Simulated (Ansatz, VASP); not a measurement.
**Two plane-wave programs on NaAg**

```
CELL_PARAMETERS angstrom
0.00000 3.44133 3.44133
3.44133 0.00000 3.44133
3.44133 3.44133 0.00000
ATOMIC_POSITIONS crystal
Na 0.12500 0.12500 0.12500
Na 0.87500 0.87500 0.87500
Ag 0.37500 0.37500 0.37500
Ag 0.62500 0.62500 0.62500
```

Alike in both runs: functional PBEsol; k mesh 9 × 9 × 9; occupations fermi-dirac, width 0.05 eV; no spin polarisation.

Ansatz relaxed the structure, and its values are those at the end. VASP's run is a single point on that final structure, the one shown.

|  | VASP | Ansatz |
| --- | --- | --- |
| version | VASP 6.6.1 | Ansatz 0.2.0 |
| potentials or method | VASP PAW PBE potentials, release 64 (Na_pv, Ag) | PAW with Ansatz's default frozen-core files, scalar-relativistic |
| plane-wave cutoff (eV) | 520 | 420 |
| valence electrons in the cell | 36 | 56 |

```tsv
	VASP	Ansatz	Ansatz less VASP
pressure (GPa)	0.0	0.0	-0.02
```

VASP's potentials were made for PBE, not for PBEsol. The functional is the same, so the differences come from potentials, cutoffs and numerics. VASP's potentials hold 36 valence electrons a cell and Ansatz's 56, so a difference there can come from the potentials and not from the codes.
